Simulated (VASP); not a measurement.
A run of VASP 6.6.1 is set up as follows.

Contents of INCAR:

```
PREC = Accurate
ENCUT = 520
EDIFF = 1E-7
ISMEAR = 0
SIGMA = 0.1
LREAL = F
LASPH = T
NELM = 60
ALGO = Normal
ISIF = 2
LWAVE = F
LCHARG = T
GGA = PE
LELF = T
LVHAR = T
NBANDS = 15
```

Contents of KPOINTS:

```
Automatic mesh
0
Gamma
  10 10 10
```

File POSCAR:

```
Be4S
1.0
    4.0069057560      0.0000000000      0.0000000000
    0.0000000000      4.0069057560      0.0000000000
    0.0000000000      0.0000000000      4.0069057560
Be S
4 1
Direct
    0.0000000000      0.5000000000      0.5000000000
    0.5000000000      0.0000000000      0.5000000000
    0.5000000000      0.5000000000      0.0000000000
    0.0000000000      0.0000000000      0.0000000000
    0.5000000000      0.5000000000      0.5000000000
```

Potentials or basis: VASP PAW PBE potentials, release 64 (Be, S).

The run is started by

```console
$ cat potpaw_PBE.64/Be/POTCAR potpaw_PBE.64/S/POTCAR > POTCAR
$ mpirun -np 1 vasp_std > vasp.out
```

**Question.** Predict the band gap on the k mesh.

**Answer.** Zero (bands 7 and 8 overlap by 1.35 eV).

**Question.** What does it give for the pressure?

**Answer.** 0.0 GPa.
